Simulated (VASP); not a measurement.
# GaGe in VASP: settings compared, part 2 of 2

VASP 6.6.1. Earlier steps stand in the parts before.

## 4. Single point, PBE+D3(BJ)

This run uses another cell than the first one, of 24.33 Å³/atom, 1.241 times its volume.

INCAR reads:

```
SYSTEM = GaGe
ALGO = Normal
EDIFF = 1E-6
ENCUT = 500
GGA = PE
GGA_COMPAT = .FALSE.
ISIF = 2
ISMEAR = 0
IVDW = 12
LASPH = .TRUE.
LCHARG = .FALSE.
LREAL = .FALSE.
LWAVE = .FALSE.
NBANDS = 20
NELM = 120
PREC = Accurate
SIGMA = 0.1
```

KPOINTS reads:

```
k-points
0
G
  4 4 4
  0 0 0
```

POSCAR reads:

```
GaGe
1.0
    0.0000000000      2.8978440000      2.8978440000
    2.8978440000      0.0000000000      2.8978440000
    2.8978440000      2.8978440000      0.0000000000
Ga Ge
1 1
Direct
    0.7500000000      0.7500000000      0.7500000000
    0.0000000000      0.0000000000      0.0000000000
```

Potentials or basis: VASP PAW PBE potentials, release 64 (Ga_d, Ge_d).

On the command line:

```sh
$ cat potpaw_PBE.64/Ga_d/POTCAR potpaw_PBE.64/Ge_d/POTCAR > POTCAR
$ mpirun -np 1 vasp_std > vasp.out
```

OUTCAR:

```text
SYSTEM = GaGe
   EDIFF = 1E-6
   ENCUT = 500
   GGA = PE
   ISIF = 2
   ISMEAR = 0
   IVDW = 12
   LASPH = .TRUE.
   LREAL = .FALSE.
   NELM = 120
   PREC = Accurate
 IVDW          = 12

 ion  position               nearest neighbor table
   1  0.750  0.750  0.750-   2 2.51   2 2.51   2 2.51   2 2.51
   2  0.000  0.000  0.000-   1 2.51   1 2.51   1 2.51   1 2.51

  LATTYP: Found a face centered cubic cell.
 ALAT       =     5.7956880000

  Lattice vectors:

 A1 = (   0.0000000000,   2.8978440000,   2.8978440000)
 A2 = (   2.8978440000,   0.0000000000,   2.8978440000)
 A3 = (   2.8978440000,   2.8978440000,   0.0000000000)

Analysis of symmetry for initial positions (statically):
=====================================================================
 Subroutine PRICEL returns:
 Original cell was already a primitive cell.

 Routine SETGRP: Setting up the symmetry group for a
 face centered cubic supercell.

 Subroutine GETGRP returns: Found 24 space group operations
 (whereof 24 operations were pure point group operations)
 out of a pool of 48 trial point group operations.

The static configuration has the point symmetry T_d .

Analysis of symmetry for dynamics (positions and initial velocities):
=====================================================================
 Subroutine PRICEL returns:
 Original cell was already a primitive cell.

 Routine SETGRP: Setting up the symmetry group for a
 face centered cubic supercell.

 Subroutine GETGRP returns: Found 24 space group operations
 (whereof 24 operations were pure point group operations)
 out of a pool of 48 trial point group operations.

The dynamic configuration has the point symmetry T_d .

 Subroutine INISYM returns: Found 24 space group operations
 (whereof 24 operations are pure point group operations),
 and found     1 'primitive' translations

[... 89 lines left out ...]
   NUPDOWN=      -1.0000    fix difference up-down
   EMIN   =  10.00;   EMAX   =-10.00  energy-range for DOS
   EFERMI =   0.00;   METHOD = LEGACY
   ISMEAR =     0;   SIGMA  =   0.10  broadening in eV -4-tet -1-fermi 0-gaus
   EFERMI_NEDOS =   21; number of points for ismear=-14 and -15
   IALGO  =     38    algorithm
   IMIX   =      4    mixing-type and parameters
     AMIX     =   0.40;   BMIX     =  1.00
     AMIX_MAG =   1.60;   BMIX_MAG =  1.00
  volume/ion in A,a.u.               =      24.33       164.22
  Fermi-wavevector in a.u.,A,eV,Ry     =   1.345172  2.542006 24.619567  1.809487
  Thomas-Fermi vector in A             =   2.473106
   LORBIT       =      0    0 simple, 1 ext, 2 COOP (PROOUT), +10 PAW based schemes
   GGA     = PE    functional components
   LHFCALC =     F    Hartree Fock is set to
   AEXX    =    0.0000 exact exchange contribution
   IVDW    =    12    specifies the selected vdW correction
   LEPSILON=     F    determine dielectric tensor
   LRPA    =     F    only Hartree local field effects (RPA)
 non-spin polarized calculation
 Gauss-broadening in eV      SIGMA  =   0.10
  energy-cutoff  :      500.00
  volume of cell :       48.67
 maximum number of plane-waves:      1243
 NGX is ok and might be reduce to    30
   NGX = 15   NGY = 15   NGZ = 15

 number of electron      26.9999991 magnetization

 Free energy of the ion-electron system (eV)
  ---------------------------------------------------
  ext. energy  EPLUGINS =         0.00000000
  ---------------------------------------------------
  free energy    TOTEN  =        -7.09636770 eV

  energy without entropy =       -7.08292162  energy(sigma->0) =       -7.08964466

 E-fermi :   3.3705     XC(G=0):  -9.5363

 val. band max:        3.3664017402   @ k =  -0.2500   0.2500   0.0000
 cond. band min:       3.4650107619   @ k =   0.5000   0.0000   0.0000
 fundamental gap:      0.0986090217
 Fermi energy:         3.3704682228

 k-point     1 :       0.0000    0.0000    0.0000
  band No.  band energies     occupation
      1     -20.8522      2.00000
      2     -20.8522      2.00000
      3     -20.8522      2.00000
      4     -20.8329      2.00000
      5     -20.8329      2.00000
      6     -11.2871      2.00000
[... 173 lines left out ...]
     19      15.1750      0.00000
     20      15.7964      0.00000

------------------------ aborting loop because EDIFF is reached ----------------------------------------

 Edisp (eV)   -0.51407

 E8    (eV) :    -0.2366

  FORCE on cell =-STRESS in cart. coord.  units (eV):
  Direction    XX          YY          ZZ          XY          YZ          ZX
  --------------------------------------------------------------------------------------
  -------------------------------------------------------------------------------------
  Total      -0.64913    -0.64913    -0.64913    -0.00000     0.00000    -0.00000
  in kB     -21.36926   -21.36926   -21.36926    -0.00000     0.00000    -0.00000
  external pressure =      -21.37 kB  Pullay stress =        0.00 kB

 VOLUME and BASIS-vectors are now :
 -----------------------------------------------------------------------------
  energy-cutoff  :      500.00
  volume of cell :       48.67
      direct lattice vectors                 reciprocal lattice vectors
     0.000000000  2.897844000  2.897844000    -0.172542069  0.172542069  0.172542069
     2.897844000  0.000000000  2.897844000     0.172542069 -0.172542069  0.172542069
     2.897844000  2.897844000  0.000000000     0.172542069  0.172542069 -0.172542069

 POSITION                                       TOTAL-FORCE (eV/Angst)
 -----------------------------------------------------------------------------------
      4.34677      4.34677      4.34677        -0.000000     -0.000000     -0.000000
      0.00000      0.00000      0.00000         0.000000      0.000000      0.000000
 -----------------------------------------------------------------------------------
    total drift:                               -0.000000     -0.000000     -0.000000

  FREE ENERGIE OF THE ION-ELECTRON SYSTEM (eV)
  ---------------------------------------------------
  free  energy   TOTEN  =        -7.6104390112 eV

  energy  without entropy=       -7.5969929288  energy(sigma->0) =       -7.60371597
```

OSZICAR:

```text
N       E                     dE             d eps       ncg     rms          rms(c)
DAV:   1     0.154843944339E+03    0.15484E+03   -0.13513E+04   364   0.286E+03
DAV:   2     0.153079530138E+02   -0.13954E+03   -0.13643E+03   320   0.535E+02
DAV:   3    -0.645909707552E+01   -0.21767E+02   -0.21656E+02   360   0.132E+02
DAV:   4    -0.712049755677E+01   -0.66140E+00   -0.66093E+00   364   0.252E+01
DAV:   5    -0.713171898245E+01   -0.11221E-01   -0.11220E-01   372   0.362E+00    0.220E+00
DAV:   6    -0.709978552147E+01    0.31933E-01   -0.75962E-02   372   0.392E+00    0.127E+00
DAV:   7    -0.709523897179E+01    0.45465E-02   -0.29749E-02   432   0.194E+00    0.269E-01
DAV:   8    -0.709607612658E+01   -0.83715E-03   -0.61167E-03   356   0.914E-01    0.613E-02
DAV:   9    -0.709631866755E+01   -0.24254E-03   -0.58044E-04   372   0.295E-01    0.233E-02
DAV:  10    -0.709635839601E+01   -0.39728E-04   -0.64247E-05   384   0.622E-02    0.898E-03
DAV:  11    -0.709636755040E+01   -0.91544E-05   -0.15792E-05   328   0.298E-02    0.140E-03
DAV:  12    -0.709636770386E+01   -0.15346E-06   -0.97279E-07   276   0.126E-02
   1 F= -.76104390E+01 E0= -.76037160E+01  d E =-.134461E-01
```

Run time: 10 s. Hardware: 1 thread of Intel Xeon 6975P-C, shared host; peak memory 0.17 GiB.

Results:

```
Free energy                : -7.6104 eV
Pressure                   : -2.1 GPa
Dispersion energy per atom : -0.257 eV
```

Caveat: the k points lie up to 0.47 Å⁻¹ apart; pairwise dispersion overbinds metals, which lowers pressure and volume.

## 5. Single point, PBE

This run uses another cell than the first one, of 24.33 Å³/atom, 1.241 times its volume.

INCAR reads:

```
ALGO = Normal ; EDIFF = 1E-6
ENCUT = 500 ; GGA = PE
GGA_COMPAT = False ; ISIF = 2
ISMEAR = 0 ; LASPH = True
LCHARG = True ; LELF = True
LREAL = False ; LVHAR = True
LWAVE = False ; NBANDS = 20
NELM = 120 ; PREC = Accurate
SIGMA = 0.1
```

KPOINTS reads:

```
k-points
0
Gamma
  4 4 4
```

POSCAR is that of step 4.

On the command line:

```sh
$ cat potpaw_PBE.64/Ga_d/POTCAR potpaw_PBE.64/Ge_d/POTCAR > POTCAR
$ mpirun -np 1 vasp_std > vasp.out
```

It took 12 s on 1 thread of Intel Xeon 6975P-C, shared host; peak memory 0.16 GiB.

It converged, with:

| Quantity | Value |
| --- | --- |
| Free energy | -7.0964 eV |
| Pressure | -0.4 GPa |

Levels at points of the mesh, in eV from the Fermi level:
```
           k point  band 10  band 11  band 12  band 13  band 14  band 15  band 16  band 17  band 18  band 19
(0.00, 0.00, 0.00)   -14.60   -10.82     1.40     1.40     1.40     1.78     4.07     4.07     4.07     7.43
(0.50, 0.00, 0.00)   -14.60    -8.86    -5.65     0.09     0.09     1.78     5.06     5.06     7.93    11.17
(0.50, 0.50, 0.00)   -14.59    -7.80    -6.10    -1.54    -1.54     2.05     2.15    10.73    10.73    11.97
```

Caveat: the k points lie up to 0.47 Å⁻¹ apart.

## 6. Summary

```csv
level,cell,k mesh,smearing,gap on the mesh (eV),pressure (GPa)
PBE,"a = 3.814 Å, angles 60.0°, 2 atoms",4 × 4 × 4,gaussian 0.0054 eV,none,17.4
revPBE,"a = 4.099, b = 4.162, c = 4.115 Å, angles 60.3, 59.8, 59.6°, 2 atoms",2 × 2 × 2,methfessel-paxton 0.45 eV,none,2.5
PBE+D3(BJ),"a = 4.098 Å, angles 60.0°, 2 atoms",4 × 4 × 4,gaussian 0.1 eV,none,-2.1
PBE,"a = 4.098 Å, angles 60.0°, 2 atoms",4 × 4 × 4,gaussian 0.1 eV,none,-0.4
```

Alike in all rows: task single point; potentials or basis VASP PAW PBE potentials, release 64 (Ga_d, Ge_d); no spin polarisation; cutoff (eV) 500.

Caveats: all runs use coarse meshes; the PAW data sets were made with another functional, which shifts forces and pressure a little (some runs); pairwise dispersion overbinds metals, which lowers pressure and volume (some runs).

Absolute energies hang on the potentials; compare differences alone.
